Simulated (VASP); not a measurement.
# Al2Cu (C2/m) in VASP: a series of runs

The runs below take Al2Cu through single point, with PBEsol.

All numbers are computed with VASP 6.6.1; they aren't measurements. Logs are shortened: lines on timing, memory, paths and dates and some standing lists are left out, and cuts for length are marked.

## 1. The cell of the first run

The structure is monoclinic, space group C2/m (No. 12). Conventional cell: a = 7.013 Å, b = 4.049 Å, c = 4.049 Å, α = 90.00°, β = 125.27°, γ = 90.00°. Within 3.2 Å of Al (site symmetry m) lie 4 Cu at 2.40 to 2.56 Å and 6 Al at 2.73 to 3.01 Å. Cu (site symmetry 2/m) has 8 Al at 2.40 to 2.56 Å within 3.2 Å.

## 2. Single point, PBEsol (mode 7 (289.8 1/cm) frozen in, largest displacement -0.100 Å)

Input file INCAR:

```
PREC     = Accurate       # precision mode
ENCUT    = 520            # plane-wave cutoff, eV
EDIFF    = 1E-6           # SCF threshold, eV
ISMEAR   = 0              # smearing method
SIGMA    = 0.15           # smearing width, eV
LREAL    = False          # projectors in reciprocal space
LASPH    = True           # aspherical terms in the spheres
NELM     = 60             # most SCF steps
ALGO     = Fast           # electronic algorithm
ISIF     = 2              # what is computed and relaxed
LWAVE    = False          # write WAVECAR
LCHARG   = False          # write CHGCAR
GGA      = PS             # functional
NBANDS   = 16             # bands
```

Input file KPOINTS:

```
Automatic mesh
0
Gamma
  16 16 16
```

Input file POSCAR:

```
Al2Cu
1.0
   -2.0246315468      2.0246315468      2.8630136658
    2.0246315468     -2.0246315468      2.8630136658
    2.0246315468      2.0246315468     -2.8630136658
Al Cu
2 1
Direct
    0.7500000000      0.2253041485      0.4753041485
    0.2500000000      0.7746958515      0.5246958515
    0.5000000000      0.5000000000      0.0000000000
```

Potentials or basis: VASP PAW PBE potentials, release 64 (Al, Cu).

Run with:

```bash
$ cat potpaw_PBE.64/Al/POTCAR potpaw_PBE.64/Cu/POTCAR > POTCAR
$ mpirun -np 1 vasp_std > vasp.out
```

OUTCAR:

```text
PREC = Accurate
   ENCUT = 520
   EDIFF = 1E-6
   ISMEAR = 0
   LREAL = False
   LASPH = True
   NELM = 60
   ISIF = 2
   GGA = PS

 ion  position               nearest neighbor table
   1  0.750  0.225  0.475-   3 2.40   3 2.48   3 2.48   3 2.56   2 2.73   2 2.73   2 2.87   2 2.87
                             2 3.01   2 3.01
   2  0.250  0.775  0.525-   3 2.40   3 2.48   3 2.48   3 2.56   1 2.73   1 2.73   1 2.87   1 2.87
                             1 3.01   1 3.01
   3  0.500  0.500  0.000-   1 2.40   2 2.40   1 2.48   2 2.48   2 2.48   1 2.48   2 2.56   1 2.56

  LATTYP: Found a body centered tetragonal cell.
 ALAT       =     4.0492630936
 C/A-ratio  =     1.4140912060

  Lattice vectors:

 A1 = (  -2.0246315468,   2.0246315468,   2.8630136658)
 A2 = (   2.0246315468,  -2.0246315468,   2.8630136658)
 A3 = (   2.0246315468,   2.0246315468,  -2.8630136658)

Analysis of symmetry for initial positions (statically):
=====================================================================
 Subroutine PRICEL returns:
 Original cell was already a primitive cell.

 Routine SETGRP: Setting up the symmetry group for a
 body centered tetragonal supercell.

 Subroutine GETGRP returns: Found  4 space group operations
 (whereof  4 operations were pure point group operations)
 out of a pool of 16 trial point group operations.

The static configuration has the point symmetry C_2h.

Analysis of symmetry for dynamics (positions and initial velocities):
=====================================================================
 Subroutine PRICEL returns:
 Original cell was already a primitive cell.

 Routine SETGRP: Setting up the symmetry group for a
 body centered tetragonal supercell.

 Subroutine GETGRP returns: Found  4 space group operations
 (whereof  4 operations were pure point group operations)
 out of a pool of 16 trial point group operations.

The dynamic configuration has the point symmetry C_2h.

 Subroutine INISYM returns: Found  4 space group operations
 (whereof  4 operations are pure point group operations),
 and found     1 'primitive' translations

----------------------------------------------------------------------------------------

                                     Primitive cell

  volume of cell :      46.9435

[... 83 lines left out ...]
   ICHARG =      2    charge: 1-file 2-atom 10-const
   ISPIN  =      1    spin polarized calculation?
   LNONCOLLINEAR =      F non collinear calculations
   LSORBIT =      F    spin-orbit coupling
   LASPH  =      T    aspherical Exc in radial PAW
   ENCUT  =  520.0 eV  38.22 Ry    6.18 a.u.   7.53  7.53  7.53*2*pi/ulx,y,z
   NELM   =     60;   NELMIN=  2; NELMDL= -5     # of ELM steps
   EDIFF  = 0.1E-05   stopping-criterion for ELM
   LREAL  =      F    real-space projection
   EDIFFG = 0.1E-04   stopping-criterion for IOM
   NSW    =      0    number of steps for IOM
   IBRION =     -1    ionic relax: 0-MD 1-quasi-New 2-CG
   NFREE  =      0    steps in history (QN), initial steepest desc. (CG)
   ISIF   =      2    stress and relaxation
   ISYM   =      2    0-nonsym 1-usesym 2-fastsym
   POTIM  = 0.5000    time-step for ionic-motion
   TEBEG  =    0.0;   TEEND  =   0.0 temperature during run
   PSTRESS=    0.0 pullay stress
   NELECT =      17.0000    total number of electrons
   NUPDOWN=      -1.0000    fix difference up-down
   EMIN   =  10.00;   EMAX   =-10.00  energy-range for DOS
   EFERMI =   0.00;   METHOD = LEGACY
   ISMEAR =     0;   SIGMA  =   0.15  broadening in eV -4-tet -1-fermi 0-gaus
   EFERMI_NEDOS =   21; number of points for ismear=-14 and -15
   IALGO  =     68    algorithm
   IMIX   =      4    mixing-type and parameters
     AMIX     =   0.40;   BMIX     =  1.00
     AMIX_MAG =   1.60;   BMIX_MAG =  1.00
  volume/ion in A,a.u.               =      15.65       105.60
  Fermi-wavevector in a.u.,A,eV,Ry     =   1.166897  2.205116 18.526366  1.361650
  Thomas-Fermi vector in A             =   2.303405
   LORBIT       =      0    0 simple, 1 ext, 2 COOP (PROOUT), +10 PAW based schemes
   GGA     = PS    functional components
   LHFCALC =     F    Hartree Fock is set to
   AEXX    =    0.0000 exact exchange contribution
   IVDW    =     0    specifies the selected vdW correction
   LEPSILON=     F    determine dielectric tensor
   LRPA    =     F    only Hartree local field effects (RPA)
 non-spin polarized calculation
 RMM-DIIS sequential band-by-band and
 Gauss-broadening in eV      SIGMA  =   0.15
  energy-cutoff  :      520.00
  volume of cell :       46.94
 maximum number of plane-waves:      1295
   NGX = 15   NGY = 15   NGZ = 15

 number of electron      17.0000003 magnetization

 Free energy of the ion-electron system (eV)
  ---------------------------------------------------
  ext. energy  EPLUGINS =         0.00000000
  ---------------------------------------------------
  free energy    TOTEN  =       -12.93515426 eV

  energy without entropy =      -12.92550249  energy(sigma->0) =      -12.93032838

 E-fermi :   7.0896     XC(G=0): -10.6307

 val. band max:        7.0878331561   @ k =  -0.0625   0.5000   0.5000
 cond. band min:       7.0900887482   @ k =  -0.1250   0.5000   0.0625
 fundamental gap:      0.0022555921
 Fermi energy:         7.0895640873

 k-point     1 :       0.0000    0.0000    0.0000
  band No.  band energies     occupation
      1      -3.2165      2.00000
      2       2.3981      2.00000
      3       2.4430      2.00000
      4       2.5310      2.00000
      5       3.0333      2.00000
      6       3.0470      2.00000
[... 433 lines left out ...]
      3       2.6892      2.00000
      4       2.7048      2.00000
      5       2.9031      2.00000
      6       3.0393      2.00000
[... 8 lines left out ...]
     15      17.2600      0.00000
     16      18.1352      0.00000

 [... further k-points ...]
[... 5 lines left out ...]
  --------------------------------------------------------------------------------------
  -------------------------------------------------------------------------------------
  Total        0.4934256      0.4045105      0.1729904      0.0000000      0.0000000      1.0267064
  in kB       16.8405718     13.8059077      5.9041457      0.0000000      0.0000000     35.0413987
  external PRESSURE =      12.1835417 kB  Pullay stress =       0.0000000 kB

 VOLUME and BASIS-vectors are now :
 -----------------------------------------------------------------------------
  energy-cutoff  :      520.00
  volume of cell :       46.94
      direct lattice vectors                 reciprocal lattice vectors
    -2.024631547  2.024631547  2.863013666     0.000000000  0.246958515  0.174641150
     2.024631547 -2.024631547  2.863013666     0.246958515  0.000000000  0.174641150
     2.024631547  2.024631547 -2.863013666     0.246958515  0.246958515  0.000000000

 POSITION                                       TOTAL-FORCE (eV/Angst)
 -----------------------------------------------------------------------------------
     -0.10000      2.02463      1.43151         0.840116      0.000000      0.087074
      2.12463     -0.00000      1.43151        -0.840116      0.000000     -0.087074
      0.00000      0.00000      2.86301        -0.000000     -0.000000      0.000000
 -----------------------------------------------------------------------------------
    total drift:                                0.000000     -0.000000      0.000000

  FREE ENERGIE OF THE ION-ELECTRON SYSTEM (eV)
  ---------------------------------------------------
  free  energy   TOTEN  =       -12.9351542646 eV

  energy  without entropy=      -12.9255024924  energy(sigma->0) =      -12.93032838
```

OSZICAR:

```text
N       E                     dE             d eps       ncg     rms          rms(c)
DAV:   1     0.610052285344E+02    0.61005E+02   -0.68361E+03 35248   0.113E+03
DAV:   2    -0.129406292171E+02   -0.73946E+02   -0.65424E+02 37808   0.201E+02
[... 11 lines left out ...]
RMM:  14    -0.129351845932E+02   -0.33925E-04   -0.10063E-04 44440   0.145E-01    0.486E-02
RMM:  15    -0.129351533910E+02    0.31202E-04   -0.79988E-05 43502   0.142E-01    0.927E-03
RMM:  16    -0.129351549229E+02   -0.15319E-05   -0.13935E-05 45304   0.263E-02    0.665E-03
RMM:  17    -0.129351568836E+02   -0.19607E-05   -0.31301E-06 37620   0.233E-02    0.119E-02
RMM:  18    -0.129351541417E+02    0.27419E-05   -0.46234E-06 40654   0.301E-02    0.338E-04
RMM:  19    -0.129351542646E+02   -0.12292E-06   -0.77777E-07 22270   0.845E-03
   1 F= -.12935154E+02 E0= -.12930328E+02  d E =-.965177E-02
```

Wall time 21 min (1 thread of Oxide Virtual Turin-like, shared host); peak memory 0.79 GiB.

What came out:

```
Free energy   : -12.9352 eV
Pressure      : 1.2 GPa
Largest force : 0.845 eV/Å
```

Forces in eV/Å, atoms in the order of the input:
```
Al   0.840  0.000  0.087
Al  -0.840  0.000 -0.087
Cu   0.000  0.000  0.000
```

Caveat: the cell differs from its parent crystal (mode 7 (289.8 1/cm) frozen in, largest displacement -0.100 Å); the PAW data sets were made with another functional, which shifts forces and pressure a little.

## 3. Single point, PBEsol (mode 7 (289.8 1/cm) frozen in, largest displacement +0.050 Å)

Input file INCAR:

```
ALGO = Fast
EDIFF = 1E-7
ENCUT = 520
GGA = PS
ISIF = 2
ISMEAR = 0
LASPH = T
LCHARG = F
LREAL = F
LWAVE = F
NBANDS = 16
NELM = 100
PREC = Accurate
SIGMA = 0.15
```

Input file KPOINTS:

```
k-points
0
Gamma
  16 16 16
```

Input file POSCAR:

```
Al2Cu
1.0
   -2.0246315468      2.0246315468      2.8630136658
    2.0246315468     -2.0246315468      2.8630136658
    2.0246315468      2.0246315468     -2.8630136658
Al Cu
2 1
Direct
    0.7500000000      0.2623479257      0.5123479257
    0.2500000000      0.7376520743      0.4876520743
    0.5000000000      0.5000000000      0.0000000000
```

Potentials or basis: VASP PAW PBE potentials, release 64 (Al, Cu).

Run with:

```bash
$ cat potpaw_PBE.64/Al/POTCAR potpaw_PBE.64/Cu/POTCAR > POTCAR
$ mpirun -np 1 vasp_std > vasp.out
```

Run time: 15 min. Hardware: 1 thread of Oxide Virtual Turin-like, shared host; peak memory 0.8 GiB.

It converged, with:

```
Free energy   : -12.9979 eV
Pressure      : 0.6 GPa
Largest force : 0.418 eV/Å
```

Forces on the atoms (eV/Å):
```
Al  -0.418  0.000  0.022
Al   0.418  0.000 -0.022
Cu   0.000  0.000  0.000
```

Stress tensor (GPa, compression positive):
```
 0.70  0.00 -1.74
 0.00  0.62  0.00
-1.74  0.00  0.42
```

Levels at points of the mesh, in eV from the Fermi level:
```
           k point  band 5  band 6  band 7  band 8  band 9  band 10  band 11  band 12  band 13  band 14
(0.00, 0.00, 0.00)   -4.06   -4.05    2.75    2.90    2.95     2.96     2.99     3.04     4.37     6.89
(0.50, 0.00, 0.00)   -4.04   -4.00   -3.96    0.44    0.80     2.79     3.12     3.85     4.39     9.70
(0.00, 0.50, 0.00)   -4.00   -3.97   -3.94    0.57    0.78     2.78     2.97     3.89     4.32     9.67
(0.50, 0.00, 0.50)   -4.10   -4.02   -4.00    0.45    0.67     2.94     3.13     3.84     4.47     9.85
(0.50, 0.50, 0.00)   -4.10   -3.89   -3.77   -2.01   -1.98     0.40     1.50     9.06    10.74    10.76
(0.50, 0.50, 0.50)   -4.13   -3.89   -3.77   -2.00   -1.98     0.39     1.49     9.06    10.74    10.77
```

Caveat: the cell differs from its parent crystal (mode 7 (289.8 1/cm) frozen in, largest displacement +0.050 Å); the PAW data sets were made with another functional, which shifts forces and pressure a little.
